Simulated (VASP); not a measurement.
A run of VASP 6.6.1 is set up as follows.

POSCAR

```
ZnSe
1.0
    0.0000000000      2.9173933049      2.7298907215
    2.9173933049      0.0000000000      2.7298907215
    2.9173933049      2.9173933049      0.0000000000
Zn Se
1 1
Direct
    0.0000000000      0.0000000000      0.0000000000
    0.2500000000      0.2500000000      0.2500000000
```

File INCAR.step1:

```
SYSTEM = ZnSe
PREC = Accurate ; ENCUT = 520
EDIFF = 1E-5 ; ISMEAR = 0
SIGMA = 0.01 ; LREAL = .FALSE.
LASPH = .TRUE. ; NELM = 60
ALGO = Normal ; ISIF = 2
LWAVE = .TRUE. ; LCHARG = .FALSE.
GGA = PE ; NBANDS = 16
KPAR = 4
```

The input INCAR.step2:

```
SYSTEM = ZnSe
PREC = Accurate ; ENCUT = 520
EDIFF = 1E-6 ; ISMEAR = 0
SIGMA = 0.01 ; LREAL = .FALSE.
LASPH = .TRUE. ; NELM = 60
ALGO = Normal ; ISIF = 2
LWAVE = .FALSE. ; LCHARG = .FALSE.
GGA = PE ; LHFCALC = .TRUE.
HFSCREEN = 0.2079 ; PRECFOCK = Normal
ISTART = 1 ; NBANDS = 16
KPAR = 4
```

KPOINTS

```
Automatic mesh
0
G
  6 6 6
  0 0 0
```

Potentials or basis: VASP PAW PBE potentials, release 64 (Zn, Se).

Run with:

```console
$ cat potpaw_PBE.64/Zn/POTCAR potpaw_PBE.64/Se/POTCAR > POTCAR
$ cp INCAR.step1 INCAR
$ mpirun -np 4 vasp_std > vasp.out
$ cp INCAR.step2 INCAR
$ mpirun -np 4 vasp_std > vasp.out
```

What does it give for the band gap on the k mesh?

2.15 eV.

Predict the pressure.

-0.3 GPa.

Stress tensor (GPa, compression positive):
```
-1.02  0.00  0.00
 0.00 -1.02  0.00
 0.00  0.00  1.15
```

Caveat: the cell differs from its parent crystal (epitaxial xy strain +3.0%); the PAW data sets were made with another functional, which shifts forces and pressure a little.
